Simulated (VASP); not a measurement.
# FeGe (P1) in VASP: notebook

The runs below take FeGe through single point, with r2SCAN.

Program: VASP 6.6.1. These are calculated values, not measurements. Logs are shortened: lines on timing, memory, paths and dates and some standing lists are left out, and cuts for length are marked.

## Step 1: The cell of the first run

The typed cell holds 2 atoms: a = 3.016 Å, b = 3.016 Å, c = 3.016 Å, α = 90.00°, β = 90.00°, γ = 90.00°.

## Step 2: Single point, r2SCAN, collinear spin, ferromagnetic start

Contents of POSCAR:

```
FeGe
1.0
    3.0161725290      0.0000000000      0.0000000000
    0.0000000000      3.0161725290      0.0000000000
    0.0000000000      0.0000000000      3.0161725290
Fe Ge
1 1
Direct
    0.0000000000      0.0000000000      0.0000000000
    0.4633440200      0.4507515000      0.4535288900
```

Contents of INCAR.step1:

```
SYSTEM = FeGe
PREC     = Accurate       ! precision mode
ENCUT    = 520            ! plane-wave cutoff, eV
ISMEAR   = 0              ! smearing method
SIGMA    = 0.05           ! smearing width, eV
LREAL    = .FALSE.        ! projectors in reciprocal space
LASPH    = .TRUE.         ! aspherical terms in the spheres
NELM     = 150            ! most SCF steps
ISPIN    = 2              ! spin polarisation
MAGMOM   = 4 0            ! initial moments
LMAXMIX  = 4              ! l up to which the mixer works
NBANDS   = 22             ! bands
GGA      = PE             ! functional
ALGO     = Normal         ! electronic algorithm
EDIFF    = 1E-4           ! SCF threshold, eV
LWAVE    = .TRUE.         ! write WAVECAR
LCHARG   = .FALSE.        ! write CHGCAR
```

Contents of INCAR.step2:

```
SYSTEM = FeGe
PREC     = Accurate       ! precision mode
ENCUT    = 520            ! plane-wave cutoff, eV
EDIFF    = 1E-7           ! SCF threshold, eV
ISMEAR   = 0              ! smearing method
SIGMA    = 0.05           ! smearing width, eV
LREAL    = .FALSE.        ! projectors in reciprocal space
LASPH    = .TRUE.         ! aspherical terms in the spheres
NELM     = 150            ! most SCF steps
ALGO     = Normal         ! electronic algorithm
ISIF     = 2              ! what is computed and relaxed
LWAVE    = .FALSE.        ! write WAVECAR
LCHARG   = .FALSE.        ! write CHGCAR
ISPIN    = 2              ! spin polarisation
MAGMOM   = 4 0            ! initial moments
LORBIT   = 11             ! projections on sites
LMAXMIX  = 4              ! l up to which the mixer works
METAGGA  = R2SCAN         ! meta-GGA
LMIXTAU  = .TRUE.       
NBANDS   = 22             ! bands
ISTART   = 1
```

Contents of KPOINTS:

```
Automatic mesh
0
G
  3 3 3
  0 0 0
```

Potentials or basis: VASP PAW PBE potentials, release 64 (Fe, Ge_d).

On the command line:

```
cat potpaw_PBE.64/Fe/POTCAR potpaw_PBE.64/Ge_d/POTCAR > POTCAR
cp INCAR.step1 INCAR
mpirun -np 1 vasp_std > vasp.out
cp INCAR.step2 INCAR
mpirun -np 1 vasp_std > vasp.out
```

OUTCAR:

```text
SYSTEM = FeGe
   PREC = Accurate
   ENCUT = 520
   EDIFF = 1E-7
   ISMEAR = 0
   LREAL = .FALSE.
   LASPH = .TRUE.
   NELM = 150
   ISIF = 2
   ISPIN = 2
   LORBIT = 11
   METAGGA = R2SCAN
   ISTART = 1

 ion  position               nearest neighbor table
   1  0.000  0.000  0.000-   2 2.38   2 2.52   2 2.55   2 2.56   2 2.68   2 2.69   2 2.72   2 2.84

   2  0.463  0.451  0.454-   1 2.38   1 2.52   1 2.55   1 2.56   1 2.68   1 2.69   1 2.72   1 2.84

  LATTYP: Found a simple cubic cell.
 ALAT       =     3.0161725290

  Lattice vectors:

 A1 = (   3.0161725290,   0.0000000000,   0.0000000000)
 A2 = (   0.0000000000,   3.0161725290,   0.0000000000)
 A3 = (   0.0000000000,   0.0000000000,   3.0161725290)

Analysis of symmetry for initial positions (statically):
=====================================================================
 Subroutine PRICEL returns:
 Original cell was already a primitive cell.

 Routine SETGRP: Setting up the symmetry group for a
 simple cubic supercell.

 Subroutine GETGRP returns: Found  1 space group operations
 (whereof  1 operations were pure point group operations)
 out of a pool of 48 trial point group operations.

The static configuration has the point symmetry C_1 .

Analysis of symmetry for dynamics (positions and initial velocities):
=====================================================================
 Subroutine PRICEL returns:
 Original cell was already a primitive cell.

 Routine SETGRP: Setting up the symmetry group for a
 simple cubic supercell.

 Subroutine GETGRP returns: Found  1 space group operations
 (whereof  1 operations were pure point group operations)
 out of a pool of 48 trial point group operations.

The dynamic configuration has the point symmetry C_1 .

Analysis of structural, dynamic, and magnetic symmetry:
=====================================================================
 Subroutine PRICEL returns:
 Original cell was already a primitive cell.

 Routine SETGRP: Setting up the symmetry group for a
 simple cubic supercell.

 Subroutine GETGRP returns: Found  1 space group operations
 (whereof  1 operations were pure point group operations)
 out of a pool of 48 trial point group operations.

The overall configuration has the point symmetry C_1 .

 Subroutine INISYM returns: Found  1 space group operations
 (whereof  1 operations are pure point group operations),
 and found     1 'primitive' translations

----------------------------------------------------------------------------------------

                                     Primitive cell

  volume of cell :      27.4390

  direct lattice vectors                    reciprocal lattice vectors
     3.016172529  0.000000000  0.000000000     0.331546021  0.000000000  0.000000000
     0.000000000  3.016172529  0.000000000     0.000000000  0.331546021  0.000000000
     0.000000000  0.000000000  3.016172529     0.000000000  0.000000000  0.331546021

  length of vectors
     3.016172529  3.016172529  3.016172529     0.331546021  0.331546021  0.331546021

  position of ions in fractional coordinates (direct lattice)
     0.000000000  0.000000000  0.000000000
     0.463344020  0.450751500  0.453528890

  ion indices of the primitive-cell ions
   primitive index   ion index
                 1           1
                 2           2

----------------------------------------------------------------------------------------

 KPOINTS: Automatic mesh

Automatic generation of k-mesh.
 Grid dimensions read from file:
 generate k-points for:    3    3    3

 Generating k-lattice:

  Cartesian coordinates                     Fractional coordinates (reciprocal lattice)
     0.110515340  0.000000000  0.000000000     0.333333333  0.000000000  0.000000000
     0.000000000  0.110515340  0.000000000     0.000000000  0.333333333  0.000000000
     0.000000000  0.000000000  0.110515340     0.000000000  0.000000000  0.333333333

  Length of vectors
     0.110515340  0.110515340  0.110515340

  Shift w.r.t. Gamma in fractional coordinates (k-lattice)
     0.000000000  0.000000000  0.000000000

 Subroutine IBZKPT returns following result:
 ===========================================

 Found     14 irreducible k-points:

 Following reciprocal coordinates:
            Coordinates               Weight
  0.000000  0.000000  0.000000      1.000000
  0.333333  0.000000  0.000000      2.000000
  0.000000  0.333333  0.000000      2.000000
  0.000000  0.000000  0.333333      2.000000
  0.333333  0.333333  0.000000      2.000000
  0.000000  0.333333  0.333333      2.000000
  0.333333  0.000000  0.333333      2.000000
 -0.333333  0.333333  0.000000      2.000000
 -0.333333  0.000000  0.333333      2.000000
  0.000000 -0.333333  0.333333      2.000000
  0.333333  0.333333  0.333333      2.000000
 -0.333333  0.333333  0.333333      2.000000
 -0.333333 -0.333333  0.333333      2.000000
  0.333333 -0.333333  0.333333      2.000000
   k-points           NKPTS =     14   k-points in BZ     NKDIM =     14   number of bands    NBANDS=     22
   number of dos      NEDOS =    301   number of ions     NIONS =      2
   total plane-waves  NPLWV =  13824
   dimension x,y,z NGX =    24 NGY =   24 NGZ =   24
   dimension x,y,z NGXF=    48 NGYF=   48 NGZF=   48
   ions per type =               1   1
   NGX,Y,Z   is equivalent  to a cutoff of  13.23, 13.23, 13.23 a.u.
   NGXF,Y,Z  is equivalent  to a cutoff of  26.46, 26.46, 26.46 a.u.
 SYSTEM =  FeGe
   PREC   = accura    normal or accurate (medium, high low for compatibility)
   ISTART =      1    job   : 0-new  1-cont  2-samecut
   ICHARG =      0    charge: 1-file 2-atom 10-const
   ISPIN  =      2    spin polarized calculation?
   LNONCOLLINEAR =      F non collinear calculations
   LSORBIT =      F    spin-orbit coupling
   LASPH  =      T    aspherical Exc in radial PAW
   ENCUT  =  520.0 eV  38.22 Ry    6.18 a.u.   5.61  5.61  5.61*2*pi/ulx,y,z
   NELM   =    150;   NELMIN=  2; NELMDL=  0     # of ELM steps
   EDIFF  = 0.1E-06   stopping-criterion for ELM
   LREAL  =      F    real-space projection
   EDIFFG = 0.1E-05   stopping-criterion for IOM
   NSW    =      0    number of steps for IOM
   IBRION =     -1    ionic relax: 0-MD 1-quasi-New 2-CG
   NFREE  =      0    steps in history (QN), initial steepest desc. (CG)
   ISIF   =      2    stress and relaxation
   ISYM   =      2    0-nonsym 1-usesym 2-fastsym
   POTIM  = 0.5000    time-step for ionic-motion
   TEBEG  =    0.0;   TEEND  =   0.0 temperature during run
   PSTRESS=    0.0 pullay stress
   NELECT =      22.0000    total number of electrons
   NUPDOWN=      -1.0000    fix difference up-down
   EMIN   =  10.00;   EMAX   =-10.00  energy-range for DOS
   EFERMI =   0.00;   METHOD = LEGACY
   ISMEAR =     0;   SIGMA  =   0.05  broadening in eV -4-tet -1-fermi 0-gaus
   EFERMI_NEDOS =   21; number of points for ismear=-14 and -15
   IALGO  =     38    algorithm
   IMIX   =      4    mixing-type and parameters
     AMIX     =   0.40;   BMIX     =  1.00
     AMIX_MAG =   1.60;   BMIX_MAG =  1.00
  volume/ion in A,a.u.               =      13.72        92.58
  Fermi-wavevector in a.u.,A,eV,Ry     =   1.520873  2.874033 31.471009  2.313054
  Thomas-Fermi vector in A             =   2.629664
   LORBIT       =     11    0 simple, 1 ext, 2 COOP (PROOUT), +10 PAW based schemes
   METAGGA = R2SCAN    functional components
   LHFCALC =     F    Hartree Fock is set to
   AEXX    =    0.0000 exact exchange contribution
   IVDW    =     0    specifies the selected vdW correction
   LEPSILON=     F    determine dielectric tensor
   LRPA    =     F    only Hartree local field effects (RPA)
 spin polarized calculation
 Gauss-broadening in eV      SIGMA  =   0.05
  energy-cutoff  :      520.00
  volume of cell :       27.44
 maximum number of plane-waves:       748
 NGX is ok and might be reduce to    24
   NGX = 11   NGY = 11   NGZ = 11

 number of electron      22.0000004 magnetization       1.9259266

 Free energy of the ion-electron system (eV)
  ---------------------------------------------------
  ext. energy  EPLUGINS =         0.00000000
  ---------------------------------------------------
  free energy    TOTEN  =       -27.45857237 eV

  energy without entropy =      -27.45672962  energy(sigma->0) =      -27.45765100

 E-fermi :   7.2506     XC(G=0): -13.7531

 val. band max:        7.2270195867   @ k =   0.3333   0.3333   0.0000
 cond. band min:       7.4078739607   @ k =   0.0000   0.0000   0.0000
 fundamental gap:      0.1808543740
 Fermi energy:         7.2506117536

 spin component 1

 k-point     1 :       0.0000    0.0000    0.0000
  band No.  band energies     occupation
      1     -17.7615      1.00000
      2     -17.7609      1.00000
      3     -17.6788      1.00000
      4     -17.6706      1.00000
      5     -17.6699      1.00000
      6      -5.9771      1.00000
[... 14 lines left out ...]
     21      29.1313      0.00000
     22      29.1487      0.00000
[... 301 lines left out ...]
 k-point    14 :       0.3333   -0.3333    0.3333
  band No.  band energies     occupation
      1     -17.7251      1.00000
      2     -17.7204      1.00000
      3     -17.7174      1.00000
      4     -17.6494      1.00000
      5     -17.6487      1.00000
      6      -1.1822      1.00000
[... 14 lines left out ...]
     21      31.7358      0.00000
     22      34.7428      0.00000
 Fermi energy:         7.2506117536

 spin component 2

 k-point     1 :       0.0000    0.0000    0.0000
  band No.  band energies     occupation
      1     -17.7539      1.00000
      2     -17.7537      1.00000
      3     -17.6621      1.00000
      4     -17.6586      1.00000
      5     -17.6582      1.00000
      6      -6.1062      1.00000
[... 14 lines left out ...]
     21      29.8186      0.00000
     22      29.8212      0.00000
[... 302 lines left out ...]
  band No.  band energies     occupation
      1     -17.7116      1.00000
      2     -17.7090      1.00000
      3     -17.7074      1.00000
      4     -17.6386      1.00000
      5     -17.6384      1.00000
      6      -1.1590      1.00000
[... 14 lines left out ...]
     21      32.2557      0.00000
     22      34.8504      0.00000

------------------------ aborting loop because EDIFF is reached ----------------------------------------

  FORCE on cell =-STRESS in cart. coord.  units (eV):
  Direction    XX          YY          ZZ          XY          YZ          ZX
  --------------------------------------------------------------------------------------
  -------------------------------------------------------------------------------------
  Total       -0.7559849     -0.8520870     -0.8565474      0.4080112      0.5217564      0.3916373
  in kB      -44.1423237    -49.7537677    -50.0142116     23.8239697     30.4656086     22.8678917
  external PRESSURE =     -47.9701010 kB  Pullay stress =       0.0000000 kB

 VOLUME and BASIS-vectors are now :
 -----------------------------------------------------------------------------
  energy-cutoff  :      520.00
  volume of cell :       27.44
      direct lattice vectors                 reciprocal lattice vectors
     3.016172529  0.000000000  0.000000000     0.331546021  0.000000000  0.000000000
     0.000000000  3.016172529  0.000000000     0.000000000  0.331546021  0.000000000
     0.000000000  0.000000000  3.016172529     0.000000000  0.000000000  0.331546021

 POSITION                                       TOTAL-FORCE (eV/Angst)
 -----------------------------------------------------------------------------------
      0.00000      0.00000      0.00000        -0.460996     -0.596085     -0.568421
      1.39753      1.35954      1.36792         0.460996      0.596085      0.568421
 -----------------------------------------------------------------------------------
    total drift:                               -0.005877      0.005226      0.004554

  FREE ENERGIE OF THE ION-ELECTRON SYSTEM (eV)
  ---------------------------------------------------
  free  energy   TOTEN  =       -27.4585723734 eV

  energy  without entropy=      -27.4567296216  energy(sigma->0) =      -27.45765100

 total charge

# of ion       s       p       d       tot
------------------------------------------
    1        0.389   0.409   6.333   7.130
    2        1.139   1.204  10.078  12.421
--------------------------------------------------
tot          1.528   1.613  16.410  19.551

 magnetization (x)

# of ion       s       p       d       tot
------------------------------------------
    1        0.010   0.009   1.951   1.970
    2        0.049  -0.043  -0.011  -0.005
--------------------------------------------------
tot          0.059  -0.034   1.939   1.965
```

Wall time 42 s (1 thread of Intel Xeon 6975P-C (Granite Rapids), shared host); peak memory 0.16 GiB.

Results:

```yaml
Free_energy: -27.4586 eV
Pressure: -4.8 GPa
Largest_force: 0.944 eV/Å
Net_moment: 1.93 μB per cell
Site_moments: Fe +1.97; Ge -0.01 μB
Valence_electrons_inside_the_program's_atomic_spheres: Fe 7.13; Ge 12.42
```

Forces in eV/Å, atoms in the order of the input:
```
Fe  -0.461 -0.596 -0.568
Ge   0.461  0.596  0.568
```

Caveat: the k points lie up to 0.69 Å⁻¹ apart; the PAW data sets were made with another functional, which shifts forces and pressure a little.

(Continued in part 2 of 2.)
